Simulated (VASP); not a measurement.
A run of VASP 6.6.1 is set up as follows.

Contents of POSCAR:

```
MnO
1.0
    3.0048074049      0.0000000029      0.0000000000
   -1.5024037050      2.6022395446      0.0000000000
    0.0000000000      0.0000000000      2.7653422853
Mn O
1 1
Direct
    0.0000000000      0.0000000000      0.0000000000
    0.6666666667      0.3333333333      0.5000000000
```

INCAR.step1

```
SYSTEM = MnO
  PREC = Accurate
  ENCUT = 520
  EDIFF = 1E-5
  ISMEAR = -1
  SIGMA = 0.05
  LREAL = .FALSE.
  LASPH = .TRUE.
  NELM = 150
  ALGO = Normal
  ISIF = 2
  LWAVE = .TRUE.
  LCHARG = .FALSE.
  ISPIN = 2
  MAGMOM = 4 0
  LORBIT = 11
  LMAXMIX = 4
  NBANDS = 20
  GGA = PE
```

The input INCAR.step2:

```
SYSTEM = MnO
  PREC = Accurate
  ENCUT = 520
  EDIFF = 1E-6
  ISMEAR = -1
  SIGMA = 0.05
  LREAL = .FALSE.
  LASPH = .TRUE.
  NELM = 150
  ALGO = Normal
  ISIF = 2
  LWAVE = .FALSE.
  LCHARG = .FALSE.
  ISPIN = 2
  MAGMOM = 4 0
  LORBIT = 11
  LMAXMIX = 4
  GGA = PS
  LHFCALC = .TRUE.
  AEXX = 0.25
  PRECFOCK = Normal
  NBANDS = 20
  ISTART = 1
```

Contents of KPOINTS:

```
regular mesh
0
G
  5 5 5
  0 0 0
```

Potentials or basis: VASP PAW PBE potentials, release 64 (Mn_pv, O).

The run is started by

```console
$ cat potpaw_PBE.64/Mn_pv/POTCAR potpaw_PBE.64/O/POTCAR > POTCAR
$ cp INCAR.step1 INCAR
$ mpirun -np 1 vasp_std > vasp.out
$ cp INCAR.step2 INCAR
$ mpirun -np 1 vasp_std > vasp.out
```

Problem. Predict the site moments.

Solution. Mn +4.55; O +0.20 μB.

Problem. Estimate the band gap on the k mesh.

Solution. 1.98 eV (least direct gap 2.83 eV).

Stress tensor (GPa, compression positive):
```
0.54 0.00 0.00
0.00 0.54 0.00
0.00 0.00 0.67
```

Caveat: the k points lie up to 0.48 Å⁻¹ apart; the PAW data sets were made with another functional, which shifts forces and pressure a little; a cell with one magnetic atom can't hold antiferromagnetic order, which such compounds often take. A k mesh can miss the band edges.
